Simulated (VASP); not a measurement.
# Mg (P6_3/mmc) in VASP: notebook, part 2 of 2

VASP 6.6.1. Earlier steps stand in the parts before.

## 4. Relaxation of cell and atoms, r2SCAN, target pressure 8.05 GPa, at which the enthalpy is minimised

POSCAR

```
Mg
1.0
    3.0188525759      0.0000000000      0.0000000000
   -1.5094262880      2.6144030210      0.0000000000
    0.0000000000      0.0000000000      4.9196164927
Mg
2
Direct
    0.3333333333      0.6666666667      0.2500000000
    0.6666666667      0.3333333333      0.7500000000
```

INCAR.step1

```
SYSTEM = Mg
PREC = Accurate ; ENCUT = 600
ISMEAR = -1 ; SIGMA = 0.1
LREAL = .FALSE. ; LASPH = .TRUE.
NELM = 100 ; GGA = PE
ALGO = Normal ; EDIFF = 1E-4
LWAVE = .TRUE. ; LCHARG = .FALSE.
```

INCAR.step2

```
SYSTEM = Mg
PREC = Accurate ; ENCUT = 600
EDIFF = 1E-6 ; ISMEAR = -1
SIGMA = 0.1 ; LREAL = .FALSE.
LASPH = .TRUE. ; NELM = 100
ALGO = Normal ; ISIF = 3
LWAVE = .FALSE. ; LCHARG = .FALSE.
METAGGA = R2SCAN ; LMIXTAU = .TRUE.
IBRION = 2 ; NSW = 80
EDIFFG = -0.002 ; PSTRESS = 80.5
ISTART = 1
```

KPOINTS

```
regular mesh
0
G
  18 18 8
  0 0 0
```

Potentials or basis: VASP PAW PBE potentials, release 64 (Mg).

Run with:

```sh
$ cat potpaw_PBE.64/Mg/POTCAR > POTCAR
$ cp INCAR.step1 INCAR
$ mpirun -np 1 vasp_std > vasp.out
$ cp INCAR.step2 INCAR
$ mpirun -np 1 vasp_std > vasp.out
```

OUTCAR:

```text
SYSTEM = Mg
   PREC = Accurate
   ENCUT = 600
   EDIFF = 1E-6
   ISMEAR = -1
   LREAL = .FALSE.
   LASPH = .TRUE.
   NELM = 100
   ISIF = 3
   METAGGA = R2SCAN
   IBRION = 2
   NSW = 80
   EDIFFG = -0.002
   PSTRESS = 80.5
   ISTART = 1

 ion  position               nearest neighbor table
   1  0.333  0.667  0.250-   2 3.01   2 3.01   2 3.01   2 3.01   2 3.01   2 3.01
   2  0.667  0.333  0.750-   1 3.01   1 3.01   1 3.01   1 3.01   1 3.01   1 3.01

  LATTYP: Found a hexagonal cell.
 ALAT       =     3.0188525759
 C/A-ratio  =     1.6296312486

  Lattice vectors:

 A1 = (   3.0188525759,   0.0000000000,   0.0000000000)
 A2 = (  -1.5094262880,   2.6144030210,   0.0000000000)
 A3 = (   0.0000000000,   0.0000000000,   4.9196164927)

Analysis of symmetry for initial positions (statically):
=====================================================================
 Subroutine PRICEL returns:
 Original cell was already a primitive cell.

 Routine SETGRP: Setting up the symmetry group for a
 hexagonal supercell.

 Subroutine GETGRP returns: Found 24 space group operations
 (whereof 12 operations were pure point group operations)
 out of a pool of 24 trial point group operations.

The static configuration has the point symmetry D_3d.
 The point group associated with its full space group is D_6h.

Analysis of symmetry for dynamics (positions and initial velocities):
=====================================================================
 Subroutine PRICEL returns:
 Original cell was already a primitive cell.

 Routine SETGRP: Setting up the symmetry group for a
 hexagonal supercell.

 Subroutine GETGRP returns: Found 24 space group operations
 (whereof 12 operations were pure point group operations)
 out of a pool of 24 trial point group operations.

The dynamic configuration has the point symmetry D_3d.
 The point group associated with its full space group is D_6h.

[... 123 lines left out ...]
   METAGGA = R2SCAN    functional components
   LHFCALC =     F    Hartree Fock is set to
   AEXX    =    0.0000 exact exchange contribution
   IVDW    =     0    specifies the selected vdW correction
   LEPSILON=     F    determine dielectric tensor
   LRPA    =     F    only Hartree local field effects (RPA)
 conjugate gradient relaxation of ions
 non-spin polarized calculation
  energy-cutoff  :      600.00
  volume of cell :       38.83
 maximum number of plane-waves:      1320
   NGX = 13   NGY = 13   NGZ = 19

--------------------------------------- Ionic step        1  -------------------------------------------

 number of electron       4.0000000 magnetization

 Free energy of the ion-electron system (eV)
  ---------------------------------------------------
  ext. energy  EPLUGINS =         0.00000000
  ---------------------------------------------------
  free energy    TOTEN  =        -8.18051474 eV

  energy without entropy =       -8.16074130  energy(sigma->0) =       -8.17062802

------------------------ aborting loop because EDIFF is reached ----------------------------------------

  FORCE on cell =-STRESS in cart. coord.  units (eV):
  Direction    XX          YY          ZZ          XY          YZ          ZX
  --------------------------------------------------------------------------------------
  -------------------------------------------------------------------------------------
  Total        1.9617800      1.9617800      1.6753103     -0.0000000     -0.0000000     -0.0000000
  in kB       80.9496917     80.9496917     69.1289821     -0.0000000     -0.0000000     -0.0000000
  external PRESSURE =      -3.4905448 kB  Pullay stress =      80.5000000 kB
[... 101 lines left out ...]
--------------------------------------- Ionic step        4  -------------------------------------------

 number of electron       4.0000000 magnetization

 Free energy of the ion-electron system (eV)
  ---------------------------------------------------
  ext. energy  EPLUGINS =         0.00000000
  ---------------------------------------------------
  free energy    TOTEN  =        -8.17192984 eV

  energy without entropy =       -8.15302330  energy(sigma->0) =       -8.16247657

 E-fermi :   3.6187     XC(G=0):  -9.6182

 val. band max:        3.6117783646   @ k =   0.5000   0.0000   0.3750
 cond. band min:       3.7085391016   @ k =   0.1667   0.1111   0.0000
 fundamental gap:      0.0967607369
 Fermi energy:         3.6187234796

 k-point     1 :       0.0000    0.0000    0.0000
  band No.  band energies     occupation
      1      -4.5776      2.00000
      2       1.4642      2.00000
      3       2.4979      1.99997
      4      16.2734      0.00000
      5      16.2734      0.00000
      6      16.7973      0.00000
[... 199 lines left out ...]
 k-point    24 :       0.3889    0.1111    0.0000
  band No.  band energies     occupation
      1       0.1031      2.00000
      2       2.4954      1.99997
      3       5.8453      0.00000
      4       6.8572      0.00000
      5       8.2191      0.00000
      6       8.3354      0.00000

 [... further k-points ...]

------------------------ aborting loop because EDIFF is reached ----------------------------------------

  FORCE on cell =-STRESS in cart. coord.  units (eV):
  Direction    XX          YY          ZZ          XY          YZ          ZX
  --------------------------------------------------------------------------------------
  -------------------------------------------------------------------------------------
  Total        1.9407325      1.9407325      1.9400212     -0.0000000      0.0000000      0.0000000
  in kB       80.4926139     80.4926139     80.4631100     -0.0000000      0.0000000      0.0000000
  external PRESSURE =      -0.0172207 kB  Pullay stress =      80.5000000 kB
[... 21 lines left out ...]
  energy  without entropy=       -8.1530233033  energy(sigma->0) =       -8.16247657

  enthalpy is  TOTEN    =        -6.2310192211 eV   P V=        1.9409106141

 reached required accuracy - stopping structural energy minimisation
```

OSZICAR.step1:

```text
N       E                     dE             d eps       ncg     rms          rms(c)
DAV:   1     0.860519710719E+00    0.86052E+00   -0.15177E+03  2220   0.552E+02
DAV:   2    -0.286263932198E+01   -0.37232E+01   -0.35198E+01  3096   0.340E+01
DAV:   3    -0.288591321129E+01   -0.23274E-01   -0.22846E-01  3084   0.355E+00
DAV:   4    -0.288599199839E+01   -0.78787E-04   -0.78779E-04  3048   0.171E-01
DAV:   5    -0.288599245720E+01   -0.45880E-06   -0.45855E-06  2940   0.928E-03    0.943E-01
DAV:   6    -0.287737158815E+01    0.86209E-02   -0.30390E-04  2766   0.222E-01    0.602E-01
DAV:   7    -0.286918564114E+01    0.81859E-02   -0.10233E-03  2472   0.363E-01    0.306E-02
DAV:   8    -0.286917600586E+01    0.96353E-05   -0.12637E-05  1668   0.318E-02
   1 F= -.28691760E+01 E0= -.28577878E+01  d E =-.227764E-01
```

Wall time 4.4 min (1 thread of Intel Xeon Platinum 8259CL at 2.50GHz (Skylake/Cascade Lake), shared host); peak memory 0.22 GiB.

Results:

```
Free energy                                                : -8.1719 eV
Relaxed volume                                             : 19.31 Å³/atom
Relaxed cell                                               : a = 3.026 Å, b = 3.026 Å, c = 4.873 Å, α = 90.00°, β = 90.00°, γ = 120.00°
Space group after relaxing (to 0.1 Å)                      : P6_3/mmc (No. 194)
Energy change on relaxing (the run minimises the enthalpy) : +4.3 meV/atom
Ionic steps                                                : 4
Pressure after relaxing                                    : 8.0 GPa
Band gap on the k mesh                                     : zero (bands 2 and 3 overlap by 2.10 eV)
```

Step by step:
| step | energy change (eV) | largest force (eV/Å) | pressure (GPa) | volume (Å³) |
| --- | --- | --- | --- | --- |
| 1 | 0.0000 | 0.0000 | 7.70 | 38.83 |
| 2 | 0.0108 | 0.0000 | 8.12 | 38.59 |
| 3 | 0.0144 | 0.0000 | 8.25 | 38.52 |
| 4 | 0.0086 | 0.0000 | 8.05 | 38.63 |

Final structure:
```
CELL_PARAMETERS angstrom
3.02556 0.00000 0.00000
-1.51278 2.62021 0.00000
0.00000 0.00000 4.87280
ATOMIC_POSITIONS crystal
Mg 0.33333 0.66667 0.25000
Mg 0.66667 0.33333 0.75000
```

Caveat: the cell is relaxed towards a set pressure, so the run minimises the enthalpy, not the energy; the PAW data sets were made with another functional, which shifts forces and pressure a little.

## 5. Summary

```tsv
cell	k mesh	smearing	gap on the mesh (eV)	pressure (GPa)
relaxed to 8.05 GPa from a = 3.019, b = 3.019, c = 4.920 Å, angles 90.0, 90.0, 120.0°, 2 atoms	9 × 9 × 4	gaussian 0.1 eV	none	7.7
relaxed to 8.05 GPa from a = 3.209, b = 3.209, c = 5.210 Å, angles 90.0, 90.0, 120.0°, 2 atoms	9 × 9 × 4	gaussian 0.1 eV	none	8.1
relaxed to 8.05 GPa from a = 3.019, b = 3.019, c = 4.920 Å, angles 90.0, 90.0, 120.0°, 2 atoms	18 × 18 × 8	fermi-dirac 0.1 eV	none	8.0
```

Alike in all rows: task relaxation of cell and atoms; level r2SCAN; potentials or basis VASP PAW PBE potentials, release 64 (Mg); no spin polarisation; cutoff (eV) 600.

Caveats: the cell is relaxed towards a set pressure, so the run minimises the enthalpy, not the energy; the PAW data sets were made with another functional, which shifts forces and pressure a little; the relaxation stopped at its first step, so nothing moved (at least some runs); the volume moved by over 15 % at a fixed basis, so the end points are rough (at least some runs).

Total energies depend on the potentials used, so only differences within one code and one set of settings carry meaning.
